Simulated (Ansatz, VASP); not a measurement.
## One calculation of Hf2MgO, two programs

```
Mg Hf O
1.0
     3.12989    0.00000    0.00000
    -1.56494    2.71056    0.00000
     0.00000    0.00000   10.09181
Mg Hf O
1 2 1
Direct
  0.00000 0.00000 0.50000
  0.00000 0.00000 0.19047
  0.00000 0.00000 0.80953
  0.00000 0.00000 0.00000
```

Alike in both runs: functional PBE; k mesh 18 × 18 × 6; occupations gaussian, width 0.1 eV; no spin polarisation.

Ansatz relaxed the structure, and its values are those at the end. VASP's run is a single point on that final structure, the one shown.

|  | VASP | Ansatz |
| --- | --- | --- |
| version | VASP 6.6.1 | Ansatz 0.2.0 |
| potentials or method | VASP PAW PBE potentials, release 64 (Mg, Hf_pv, O), cutoff 520 eV | scalar-relativistic, plane waves, PAW |
| valence electrons in the cell | 28 | 68 |

|  | VASP | Ansatz | Ansatz less VASP |
| --- | --- | --- | --- |
| gap on the k mesh at the Fermi level (eV) | none | none | - |
| pressure (GPa) | -0.4 | 0.0 | +0.44 |
| rms of the force components (eV/Å) | 0.051 | 0.000 | -0.0509 |

A gap of «none» marks a metal or a gap that the smearing closes. VASP's potentials hold 28 valence electrons a cell and Ansatz's 68, so a difference there can come from the potentials and not from the codes.

Spin-orbit coupling is off throughout.
